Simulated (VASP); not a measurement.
# LiNbO3 (R3c) in VASP: further runs, part 2 of 2

VASP 6.6.1.

## (5) Single point, PBE

Contents of INCAR:

```
SYSTEM = LiNbO3
ALGO = Normal
EDIFF = 1E-6
ENCUT = 750
GGA = PE
GGA_COMPAT = .FALSE.
ISIF = 2
ISMEAR = 0
LASPH = .TRUE.
LCHARG = .FALSE.
LREAL = .FALSE.
LWAVE = .FALSE.
NBANDS = 45
NELM = 120
PREC = Accurate
SIGMA = 0.02
```

Contents of KPOINTS:

```
k-points
0
G
  9 9 9
  0 0 0
```

Contents of POSCAR:

```
LiNbO3
1.0
    2.5758000000      1.4871388234      4.6230000000
   -2.5758000000      1.4871388234      4.6230000000
    0.0000000000     -2.9742776468      4.6230000000
Li Nb O
2 2 6
Direct
    0.2815000000      0.2815000000      0.2815000000
    0.7815000000      0.7815000000      0.7815000000
    0.0000550000      0.0000550000      0.0000550000
    0.5000550000      0.5000550000      0.5000550000
    0.1123100000      0.3583600000      0.7195900000
    0.7195900000      0.1123100000      0.3583600000
    0.3583600000      0.7195900000      0.1123100000
    0.2195900000      0.8583600000      0.6123100000
    0.8583600000      0.6123100000      0.2195900000
    0.6123100000      0.2195900000      0.8583600000
```

Potentials or basis: VASP PAW PBE potentials, release 64 (Li_sv, Nb_sv, O).

The run is started by

```bash
$ cat potpaw_PBE.64/Li_sv/POTCAR potpaw_PBE.64/Nb_sv/POTCAR potpaw_PBE.64/O/POTCAR > POTCAR
$ mpirun -np 1 vasp_std > vasp.out
```

OUTCAR:

```text
SYSTEM = LiNbO3
   EDIFF = 1E-6
   ENCUT = 750
   GGA = PE
   ISIF = 2
   ISMEAR = 0
   LASPH = .TRUE.
   LREAL = .FALSE.
   NELM = 120
   PREC = Accurate

 ion  position               nearest neighbor table
   1  0.282  0.282  0.282-   9 2.07  10 2.07   8 2.07   6 2.24   7 2.24   5 2.24
   2  0.782  0.782  0.782-   5 2.07   6 2.07   7 2.07  10 2.24   8 2.24   9 2.24
   3  0.000  0.000  0.000-   7 1.88   6 1.88   5 1.88  10 2.13   8 2.13   9 2.13
   4  0.500  0.500  0.500-   8 1.88  10 1.88   9 1.88   6 2.13   7 2.13   5 2.13
   5  0.112  0.358  0.720-   3 1.88   2 2.07   4 2.13   1 2.24
   6  0.720  0.112  0.358-   3 1.88   2 2.07   4 2.13   1 2.24
   7  0.358  0.720  0.112-   3 1.88   2 2.07   4 2.13   1 2.24
   8  0.220  0.858  0.612-   4 1.88   1 2.07   3 2.13   2 2.24
   9  0.858  0.612  0.220-   4 1.88   1 2.07   3 2.13   2 2.24
  10  0.612  0.220  0.858-   4 1.88   1 2.07   3 2.13   2 2.24

  LATTYP: Found a trigonal (rhomboedric) cell.
 ALAT       =     5.4971316630
 COS(alpha) =     0.5608812359

  Lattice vectors:

[... 207 lines left out ...]
      2     -50.5926      2.00000
      3     -39.0581      2.00000
      4     -39.0555      2.00000
      5     -26.9165      2.00000
      6     -26.9165      2.00000
[... 1141 lines left out ...]
     44      13.5445      0.00000
     45      13.7475      0.00000

 [... further k-points ...]

------------------------ aborting loop because EDIFF is reached ----------------------------------------

  FORCE on cell =-STRESS in cart. coord.  units (eV):
  Direction    XX          YY          ZZ          XY          YZ          ZX
  --------------------------------------------------------------------------------------
  -------------------------------------------------------------------------------------
  Total        2.7701229      2.7701229      2.6427584      0.0000000      0.0000000      0.0000000
  in kB       41.7706112     41.7706112     39.8500848      0.0000000      0.0000000      0.0000000
  external PRESSURE =      41.1304357 kB  Pullay stress =       0.0000000 kB

 VOLUME and BASIS-vectors are now :
 -----------------------------------------------------------------------------
  energy-cutoff  :      750.00
  volume of cell :      106.25
      direct lattice vectors                 reciprocal lattice vectors
     2.575800000  1.487138823  4.623000000     0.194114450  0.112072030  0.072103252
    -2.575800000  1.487138823  4.623000000    -0.194114450  0.112072030  0.072103252
     0.000000000 -2.974277647  4.623000000     0.000000000 -0.224144060  0.072103252

 POSITION                                       TOTAL-FORCE (eV/Angst)
 -----------------------------------------------------------------------------------
      0.00000      0.00000      3.90412         0.000000      0.000000      0.004753
      0.00000      0.00000     10.83862         0.000000      0.000000      0.004753
      0.00000      0.00000      0.00076         0.000000      0.000000     -0.110342
      0.00000      0.00000      6.93526         0.000000      0.000000     -0.110342
     -0.63378     -1.44031      5.50257        -0.177868      0.070782      0.035197
      1.56423      0.17129      5.50257         0.027635     -0.189429      0.035197
     -0.93046      1.26902      5.50257         0.150233      0.118648      0.035197
     -1.64534     -0.21812      7.81407        -0.150233      0.118648      0.035197
      0.63378      1.53397      7.81407         0.177868      0.070782      0.035197
      1.01157     -1.31585      7.81407        -0.027635     -0.189429      0.035197
 -----------------------------------------------------------------------------------
    total drift:                                0.000000     -0.000000     -0.000535

  FREE ENERGIE OF THE ION-ELECTRON SYSTEM (eV)
  ---------------------------------------------------
  free  energy   TOTEN  =       -80.0434453814 eV

  energy  without entropy=      -80.0434453814  energy(sigma->0) =      -80.04344538
```

OSZICAR:

```text
N       E                     dE             d eps       ncg     rms          rms(c)
DAV:   1     0.916843011910E+03    0.91684E+03   -0.44319E+04  7650   0.209E+03
DAV:   2    -0.791699578762E+01   -0.92476E+03   -0.88963E+03  9161   0.625E+02
DAV:   3    -0.907854492972E+02   -0.82868E+02   -0.81836E+02 11156   0.176E+02
DAV:   4    -0.976312780561E+02   -0.68458E+01   -0.68228E+01 13964   0.475E+01
DAV:   5    -0.979843390753E+02   -0.35306E+00   -0.35282E+00 11579   0.750E+00    0.274E+01
DAV:   6    -0.800755712915E+02    0.17909E+02   -0.76779E+01 11284   0.542E+01    0.919E+00
DAV:   7    -0.800290572979E+02    0.46514E-01   -0.77271E+00 12132   0.163E+01    0.555E+00
DAV:   8    -0.800363705245E+02   -0.73132E-02   -0.81423E-01 12156   0.631E+00    0.169E+00
DAV:   9    -0.800378510007E+02   -0.14805E-02   -0.12091E-01 11136   0.264E+00    0.939E-01
DAV:  10    -0.800433024024E+02   -0.54514E-02   -0.32952E-02 10452   0.132E+00    0.142E-01
DAV:  11    -0.800433382652E+02   -0.35863E-04   -0.29657E-03 11546   0.339E-01    0.446E-02
DAV:  12    -0.800434434272E+02   -0.10516E-03   -0.28868E-04 11364   0.127E-01    0.187E-02
DAV:  13    -0.800434471396E+02   -0.37124E-05   -0.77163E-05 12860   0.559E-02    0.185E-02
DAV:  14    -0.800434466311E+02    0.50850E-06   -0.17127E-05 11092   0.347E-02    0.650E-03
DAV:  15    -0.800434453408E+02    0.12904E-05   -0.18482E-06  6574   0.145E-02    0.273E-03
DAV:  16    -0.800434453814E+02   -0.40607E-07   -0.45168E-07  5095   0.650E-03
   1 F= -.80043445E+02 E0= -.80043445E+02  d E =-.956151E-90
```

It took 28 min on 1 thread of Intel Xeon 8259CL, shared host; peak memory 0.72 GiB.

What came out:

```
Free energy            : -80.0434 eV
Pressure               : 4.1 GPa
Largest force          : 0.195 eV/Å
Band gap on the k mesh : 3.57 eV (least direct gap 3.61 eV)
```

Forces in eV/Å, atoms in the order of the input:
```
Li   0.000  0.000  0.005
Li   0.000  0.000  0.005
Nb   0.000  0.000 -0.110
Nb   0.000  0.000 -0.110
O   -0.178  0.071  0.035
O    0.028 -0.189  0.035
O    0.150  0.119  0.035
O   -0.150  0.119  0.035
O    0.178  0.071  0.035
O   -0.028 -0.189  0.035
```

Caveat: the cell stands under pressure; an odd mesh through Γ misses points on the zone boundary, where band edges can lie.

## (6) The runs side by side

```tsv
k mesh	gap on the mesh (eV)	pressure (GPa)	largest force (eV/Å)
3 × 3 × 3	3.61	4.1	0.19
6 × 6 × 6	3.60	4.1	0.19
9 × 9 × 9	3.57	4.1	0.19
```

Alike in all rows: task single point; level PBE; potentials or basis VASP PAW PBE potentials, release 64 (Li_sv, Nb_sv, O); no spin polarisation; cell as given; cutoff (eV) 750; smearing gaussian 0.02 eV.

Caveats: some runs use coarse meshes; an odd mesh through Γ misses points on the zone boundary, where band edges can lie (at least some runs); the cell stands under pressure (at least some runs).

Total energies depend on the potentials used, so only differences within one code and one set of settings carry meaning.
